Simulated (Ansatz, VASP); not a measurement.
BAs in VASP and in Ansatz

The input INCAR:

```
  ALGO = Normal
  EDIFF = 1E-8
  ENCUT = 520
  GGA = CA
  ISIF = 2
  ISMEAR = -1
  LASPH = T
  LCHARG = F
  LEFG = T
  LREAL = F
  LWAVE = F
  NBANDS = 11
  NELM = 60
  PREC = Accurate
  SIGMA = 0.05
```

KPOINTS

```
k-points
0
Gamma
  13 13 13
```

Contents of POSCAR:

```
BAs
1.0
    0.0000000000      2.3407300000      2.3885000000
    2.3407300000      0.0000000000      2.3885000000
    2.3407300000      2.3407300000      0.0000000000
B As
1 1
Direct
    0.0000000000      0.0000000000      0.0000000000
    0.7500000000      0.7500000000      0.7500000000
```

Input for Ansatz:

```yaml
crystal:
  lattice:
    - [0.0, 2.34073, 2.3885]
    - [2.34073, 0.0, 2.3885]
    - [2.34073, 2.34073, 0.0]
  atoms:
    - { symbol: B, position: [0.0, 0.0, 0.0] }
    - { symbol: As, position: [0.75, 0.75, 0.75] }
kpoints:
  mp_grid: { grid: [13, 13, 13] }
scf:
  occupations: { method: fermi_dirac, width: 0.05 }
hamiltonian:
  xc: lda
  pseudopotentials: { kind: paw }
output:
  forces: true
  stress: true
  eigenvalues: true
  efg: { contact_densities: true }
```

Change from the starting cell: equal xx and yy strain of -2 %, PAW files.

Alike in both runs: task electric field gradients; functional LDA; k mesh 13 × 13 × 13; occupations fermi-dirac, width 0.05 eV; no spin polarisation.

```csv
,VASP,Ansatz
version,VASP 6.6.1,Ansatz 0.2.0
potentials or method,"VASP PAW LDA potentials, release 64 (B, As)","PAW with Ansatz's default frozen-core files, scalar-relativistic"
plane-wave cutoff (eV),520,420
valence electrons in the cell,8,18
```

Ansatz gave:

```
pressure (GPa)                                                : 1.8
traceless stress, the component that is largest in VASP (GPa) : -3.00
size of Vzz on the site where it differs most (V/Å²)          : 2.5
```

**Question.** Which values does VASP return?

**Answer.** Pressure (GPa): 2.8; traceless stress, the component that is largest in VASP (GPa): -2.98; size of Vzz on the site where it differs most (V/Å²): 2.7.

LDA's correlation is that of Perdew and Zunger in VASP and of Perdew and Wang (1992) in Ansatz. VASP's potentials hold 8 valence electrons a cell and Ansatz's 18, so a difference there can come from the potentials and not from the codes.
